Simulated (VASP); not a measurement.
## Ge: single point with PBE+D3(BJ)

The system is Ge, a slab with vacuum.

```
Ge
1.0
     4.02269    0.00000    0.00000
    -2.01134    3.48375    0.00000
     0.00000    0.00000   18.86852
Ge
4
Direct
  0.33333 0.66667 0.27476
  0.66667 0.33333 0.23849
  0.11111 0.88889 0.51083
  0.77778 0.22222 0.47456
```

- Program: VASP 6.6.1
- Task: single point
- Functional: PBE
- Dispersion: D3(BJ)
- Potentials or basis: VASP PAW PBE potentials, release 64 (Ge_d)
- Cutoff: 520 eV
- k mesh: 9 × 9 × 1
- Occupations: gaussian, width 0.1 eV
- Spin: no spin polarisation
- Dipole correction: yes
- Further INCAR settings: ALGO = Normal; EDIFF = 1e-07; NBANDS = 36

```yaml
Largest_force: 0.193 eV/Å
Band_gap_on_the_k_mesh: 0.23 eV, direct
Dispersion_energy_per_atom: -0.204 eV
```

Forces on the atoms (eV/Å):
```
Ge   0.002 -0.001  0.174
Ge  -0.003  0.001  0.029
Ge   0.001 -0.001 -0.011
Ge  -0.001  0.000 -0.193
```

Levels at points of the mesh, in eV from the valence-band top:
```
           k point  band 24  band 25  band 26  band 27  band 28  band 29  band 30  band 31  band 32  band 33
(0.00, 0.00, 0.00)    -3.00    -0.35    -0.33    -0.28    -0.26     0.64     0.79     2.17     3.50     3.97
```

It took 3.6 min on 1 thread of Intel(R) Xeon(R) 6975P-C (Granite Rapids) (shared host), peak memory 0.44 GiB.
